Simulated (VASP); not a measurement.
Write the native input for VASP 6.6.1 that does the following.

| Property | Result |
| --- | --- |
| Task | single point |
| Functional | BLYP |
| Dispersion | D4 |
| Potentials or basis | VASP PAW PBE potentials, release 64 (Hf_pv, C) |
| Cutoff | 600 eV |
| k mesh | 10 × 10 × 10 |
| Occupations | fermi-dirac, width 0.05 eV |
| Spin | no spin polarisation |
| Dipole correction | no |
| Further INCAR settings | ALGO = Normal; EDIFF = 1e-06; NBANDS = 14 |

The structure of HfC lies in POSCAR:

```
HfC
1.0
    0.0000000000      2.3272677755      2.3272677755
    2.3272677755      0.0000000000      2.3272677755
    2.3272677755      2.3272677755      0.0000000000
Hf C
1 1
Direct
    0.5000000000      0.5000000000      0.5000000000
    0.0000000000      0.0000000000      0.0000000000
```

One way to write it, as run:

INCAR

```
PREC = Accurate
ENCUT = 600
EDIFF = 1E-6
ISMEAR = -1
SIGMA = 0.05
LREAL = F
LASPH = T
NELM = 120
ALGO = Normal
ISIF = 2
LWAVE = F
LCHARG = F
GGA = B5
ALDAX = 1.0
AGGAX = 1.0
AGGAC = 1.0
ALDAC = 0.0
IVDW = 13
VDW_S6 = 1.0
VDW_S8 = 2.34076671
VDW_A1 = 0.44488865
VDW_A2 = 4.0933009
NBANDS = 14
GGA_COMPAT = F
```

KPOINTS

```
regular mesh
0
Gamma
  10 10 10
```

Potentials or basis: VASP PAW PBE potentials, release 64 (Hf_pv, C).

Command:

```sh
$ cat potpaw_PBE.64/Hf_pv/POTCAR potpaw_PBE.64/C/POTCAR > POTCAR
$ mpirun -np 1 vasp_std > vasp.out
```

It gave:

The pressure is -0.1 GPa and the band gap on the k mesh is zero (band 7 reaches 7.40 eV, above the bottom of band 8 at 6.04 eV). The dispersion energy per atom is -0.465 eV.

Caveat: the PAW data sets were made with another functional, which shifts forces and pressure a little; spin-orbit coupling is left out, which moves the levels of the heavy elements; pairwise dispersion overbinds metals, which lowers pressure and volume.

Run time: 37 s on 1 thread of Intel(R) Xeon(R) Platinum 8375C CPU @ 2.90GHz (Ice Lake) (shared host), peak memory 0.17 GiB.
